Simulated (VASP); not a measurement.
# SiC (F-43m) in VASP: a series of runs, part 4 of 4

VASP 6.6.1. The steps go on from the part before.

**5. Elastic constants, PBE**

This run uses another cell than the first one, of 10.14 Å³/atom, 0.965 times its volume.

File INCAR:

```
SYSTEM = SiC
PREC = Accurate
ENCUT = 600
EDIFF = 1E-8
ISMEAR = 0
SIGMA = 0.01
LREAL = .FALSE.
LASPH = .TRUE.
NELM = 80
ALGO = Normal
ISIF = 3
LWAVE = .FALSE.
LCHARG = .TRUE.
GGA = PE
NBANDS = 11
IBRION = 6
NFREE = 2
POTIM = 0.015
NSW = 1
```

File KPOINTS:

```
regular mesh
0
G
  12 12 12
  0 0 0
```

File POSCAR:

```
SiC
1.0
    0.0000000000      2.1643841627      2.1643841627
    2.1643841627      0.0000000000      2.1643841627
    2.1643841627      2.1643841627      0.0000000000
Si C
1 1
Direct
    0.0000000000      0.0000000000      0.0000000000
    0.7500000000      0.7500000000      0.7500000000
```

Potentials or basis: VASP PAW PBE potentials, release 64 (Si, C).

Run with:

```bash
$ cat potpaw_PBE.64/Si/POTCAR potpaw_PBE.64/C/POTCAR > POTCAR
$ mpirun -np 1 vasp_std > vasp.out
```

OUTCAR:

```text
SYSTEM = SiC
   PREC = Accurate
   ENCUT = 600
   EDIFF = 1E-8
   ISMEAR = 0
   LREAL = .FALSE.
   LASPH = .TRUE.
   NELM = 80
   ISIF = 3
   GGA = PE
   IBRION = 6
   NFREE = 2
   POTIM = 0.015
   NSW = 1

 ion  position               nearest neighbor table
   1  0.000  0.000  0.000-   2 1.87   2 1.87   2 1.87   2 1.87
   2  0.750  0.750  0.750-   1 1.87   1 1.87   1 1.87   1 1.87

  LATTYP: Found a face centered cubic cell.
 ALAT       =     4.3287683254

  Lattice vectors:

 A1 = (   0.0000000000,   2.1643841627,   2.1643841627)
 A2 = (   2.1643841627,   0.0000000000,   2.1643841627)
 A3 = (   2.1643841627,   2.1643841627,   0.0000000000)

Analysis of symmetry for initial positions (statically):
=====================================================================
 Subroutine PRICEL returns:
 Original cell was already a primitive cell.

 Routine SETGRP: Setting up the symmetry group for a
 face centered cubic supercell.

 Subroutine GETGRP returns: Found 24 space group operations
 (whereof 24 operations were pure point group operations)
 out of a pool of 48 trial point group operations.

The static configuration has the point symmetry T_d .

Analysis of symmetry for dynamics (positions and initial velocities):
=====================================================================
 Subroutine PRICEL returns:
 Original cell was already a primitive cell.

 Routine SETGRP: Setting up the symmetry group for a
 face centered cubic supercell.

 Subroutine GETGRP returns: Found 24 space group operations
 (whereof 24 operations were pure point group operations)
 out of a pool of 48 trial point group operations.

The dynamic configuration has the point symmetry T_d .

 Subroutine INISYM returns: Found 24 space group operations
 (whereof 24 operations are pure point group operations),
 and found     1 'primitive' translations

----------------------------------------------------------------------------------------

                                     Primitive cell

  volume of cell :      20.2784

  direct lattice vectors                    reciprocal lattice vectors
     0.000000000  2.164384163  2.164384163    -0.231012594  0.231012594  0.231012594
     2.164384163  0.000000000  2.164384163     0.231012594 -0.231012594  0.231012594
     2.164384163  2.164384163  0.000000000     0.231012594  0.231012594 -0.231012594

  length of vectors
     3.060901437  3.060901437  3.060901437     0.400125550  0.400125550  0.400125550

  position of ions in fractional coordinates (direct lattice)
     0.000000000  0.000000000  0.000000000
     0.750000000  0.750000000  0.750000000

  ion indices of the primitive-cell ions
   primitive index   ion index
[... 234 lines left out ...]

------------------------ aborting loop because EDIFF is reached ----------------------------------------
[... 67 lines left out ...]
--------------------------------------- Ionic step       17  -------------------------------------------

 number of electron       8.0000000 magnetization

 Free energy of the ion-electron system (eV)
  ---------------------------------------------------
  ext. energy  EPLUGINS =         0.00000000
  ---------------------------------------------------
  free energy    TOTEN  =       -15.04265497 eV

  energy without entropy =      -15.04265497  energy(sigma->0) =      -15.04265497

 E-fermi :   8.5202     XC(G=0): -11.4446

 val. band max:        8.4053929294   @ k =   0.0000   0.0000   0.0000
 cond. band min:       9.6720122450   @ k =   0.5000   0.5000   0.0000
 fundamental gap:      1.2666193155
 Fermi energy:         8.5201701371

 k-point     1 :       0.0000    0.0000    0.0000
  band No.  band energies     occupation
      1      -7.2282      2.00000
      2       8.2619      2.00000
      3       8.3348      2.00000
      4       8.4054      2.00000
      5      14.8040      0.00000
      6      15.7556      0.00000
      7      15.7841      0.00000
      8      15.8145      0.00000
      9      22.9602      0.00000
     10      22.9603      0.00000
     11      25.1304      0.00000
[... 309 lines left out ...]
 k-point    24 :      -0.4167    0.1667    0.0000
  band No.  band energies     occupation
      1      -3.2705      2.00000
      2       0.2581      2.00000
      3       5.1939      2.00000
      4       6.8171      2.00000
      5      13.5487      0.00000
      6      16.2135      0.00000
      7      16.9489      0.00000
      8      19.7265      0.00000
      9      23.2404      0.00000
     10      23.9428      0.00000
     11      26.6903      0.00000

 [... further k-points ...]
[... 5 lines left out ...]
  --------------------------------------------------------------------------------------
  -------------------------------------------------------------------------------------
  Total        0.9851195      0.9910027      0.9910027      0.0000000     -0.1419035      0.0000000
  in kB       77.8334848     78.2983099     78.2983099      0.0000000    -11.2116818      0.0000000
  external PRESSURE =      78.1433682 kB  Pullay stress =       0.0000000 kB
[... 17 lines left out ...]
  FREE ENERGIE OF THE ION-ELECTRON SYSTEM (eV)
  ---------------------------------------------------
  free  energy   TOTEN  =       -15.0426549687 eV

  energy  without entropy=      -15.0426549687  energy(sigma->0) =      -15.04265497

 INTERNAL STRAIN TENSORS FROM STRAINED CELLS
 ============================================

 INTERNAL STRAIN TENSOR FOR ION    1 for displacements in x,y,z  (eV/Angst):
          X           Y           Z          XY          YZ          ZX
  --------------------------------------------------------------------------------
  x     0.00000    -0.00000     0.00000     0.00000    -9.44338     0.00000
  y     0.00000    -0.00000     0.00000     0.00000    -0.00000    -9.44344
  z     0.00000    -0.00000     0.00000    -9.44338    -0.00000     0.00000

 INTERNAL STRAIN TENSORS FROM DISPLACED ATOMS
 ============================================

 INTERNAL STRAIN TENSOR FOR ION    1 for displacements in x,y,z  (eV/Angst):
          X           Y           Z          XY          YZ          ZX
  --------------------------------------------------------------------------------
  x     0.00000    -0.00000    -0.00000     0.00000    -9.43842     0.00000
  y    -0.00000     0.00000    -0.00000     0.00000     0.00000    -9.43842
  z    -0.00000    -0.00000     0.00000    -9.43842     0.00000     0.00000

 INTERNAL STRAIN TENSOR FOR ION    2 for displacements in x,y,z  (eV/Angst):
          X           Y           Z          XY          YZ          ZX
  --------------------------------------------------------------------------------
  x     0.00000     0.00000     0.00000     0.00000     9.44961     0.00000
  y     0.00000    -0.00000     0.00000     0.00000     0.00000     9.44961
  z     0.00000     0.00000     0.00000     9.44961     0.00000     0.00000

 Eigenvectors and eigenvalues of the dynamical matrix
 ----------------------------------------------------

   1 f  =   24.153907 THz   151.763474 2PiTHz  805.687614 cm-1    99.892488 meV
             X         Y         Z           dx          dy          dz
      0.000000  0.000000  0.000000     0.000000    0.547304    0.000000
      3.246576  3.246576  3.246576     0.000000   -0.836934    0.000000
[... 21 lines left out ...]
   6 f/i=    0.000388 THz     0.002440 2PiTHz    0.012953 cm-1     0.001606 meV
             X         Y         Z           dx          dy          dz
      0.000000  0.000000  0.000000     0.000000    0.000000    0.836934
      3.246576  3.246576  3.246576     0.000000    0.000000    0.547304

--------------------------------------------------------------------------------------------------------

 ELASTIC MODULI CONTR FROM IONIC RELAXATION (kBar)
 Direction    XX          YY          ZZ          XY          YZ          ZX
 --------------------------------------------------------------------------------
 XX          -0.0000     -0.0000     -0.0000     -0.0000     -0.0000     -0.0000
 YY          -0.0000     -0.0000     -0.0000     -0.0000     -0.0000      0.0000
 ZZ          -0.0000     -0.0000     -0.0000     -0.0000     -0.0000     -0.0000
 XY          -0.0000     -0.0000     -0.0000   -350.8900     -0.0000     -0.0000
 YZ          -0.0000     -0.0000     -0.0000     -0.0000   -350.8900      0.0000
 ZX          -0.0000      0.0000     -0.0000     -0.0000      0.0000   -350.8900
 --------------------------------------------------------------------------------

 TOTAL ELASTIC MODULI (kBar)
 Direction    XX          YY          ZZ          XY          YZ          ZX
 --------------------------------------------------------------------------------
 XX        4057.0500   1483.2275   1483.2275     -0.0000     -0.0000      0.0000
 YY        1483.2275   4057.0500   1483.2275      0.0000     -0.0000      0.0000
 ZZ        1483.2275   1483.2275   4057.0500     -0.0000      0.0000     -0.0000
 XY          -0.0000      0.0000     -0.0000   2546.9147     -0.0000     -0.0000
 YZ          -0.0000     -0.0000      0.0000     -0.0000   2546.9147      0.0000
 ZX           0.0000      0.0000     -0.0000     -0.0000      0.0000   2546.9147
 --------------------------------------------------------------------------------
```

Run time: 4.4 min. Hardware: 1 thread of Intel Xeon 6975P-C, shared host; peak memory 0.33 GiB.

Results:

| Quantity | Value |
| --- | --- |
| Elastic constants C11, C12, C44 | 406, 148, 255 GPa |
| Voigt bulk modulus | 234 GPa |
| Highest phonon frequency at Γ, LO-TO splitting left out | 806 cm⁻¹ |

Phonon frequencies in cm⁻¹ (negative: imaginary):
```tsv
q point	frequencies
(0.000, 0.000, 0.000)	0 0 0 806 806 806
```

Elastic tensor in Voigt notation (GPa, in the Cartesian axes of the cell as first typed):
```
406 148 148   0   0   0
148 406 148   0   0   0
148 148 406   0   0   0
  0   0   0 255   0   0
  0   0   0   0 255   0
  0   0   0   0   0 255
```

Clamped-ion elastic tensor (GPa):
```
406 148 148   0   0   0
148 406 148   0   0   0
148 148 406   0   0   0
  0   0   0 290   0   0
  0   0   0   0 290   0
  0   0   0   0   0 290
```

Caveat: the cell is under stress, which shifts elastic constants.
